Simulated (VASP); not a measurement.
Input of a VASP 6.6.1 run:

File INCAR:

```
  PREC = Accurate
  ENCUT = 520
  EDIFF = 1E-6
  ISMEAR = 0
  SIGMA = 0.1
  LREAL = F
  LASPH = T
  NELM = 100
  ALGO = Normal
  ISIF = 2
  LWAVE = F
  LCHARG = F
  GGA = PE
  NBANDS = 24
```

KPOINTS

```
Automatic mesh
0
Gamma
  12 12 6
```

The input POSCAR:

```
Hf2Si3
1.0
    4.1438327908      0.0000000000      0.0000000000
   -2.0719163954      3.5886644659      0.0000000000
    0.0000000000      0.0000000000      7.8333131344
Hf Si
2 3
Direct
    0.0000000000      0.0000000000      0.6836387842
    0.0000000000      0.0000000000      0.3163612158
    0.3333333333      0.6666666667      0.0000000000
    0.6666666667      0.3333333333      0.0000000000
    0.0000000000      0.0000000000      0.0000000000
```

Potentials or basis: VASP PAW PBE potentials, release 64 (Hf_pv, Si).

Run with:

```bash
$ cat potpaw_PBE.64/Hf_pv/POTCAR potpaw_PBE.64/Si/POTCAR > POTCAR
$ mpirun -np 1 vasp_std > vasp.out
```

Task: Estimate the pressure.

Result: -0.2 GPa.

Task: Estimate the largest force.

Result: 0.004 eV/Å.

Task: Estimate the band gap on the k mesh.

Result: Zero (bands 16 and 17 overlap by 1.76 eV).

Stress tensor (GPa, compression positive):
```
-0.20  0.00  0.00
 0.00 -0.20  0.00
 0.00  0.00 -0.30
```

Caveat: spin-orbit coupling is left out, which moves the levels of the heavy elements.
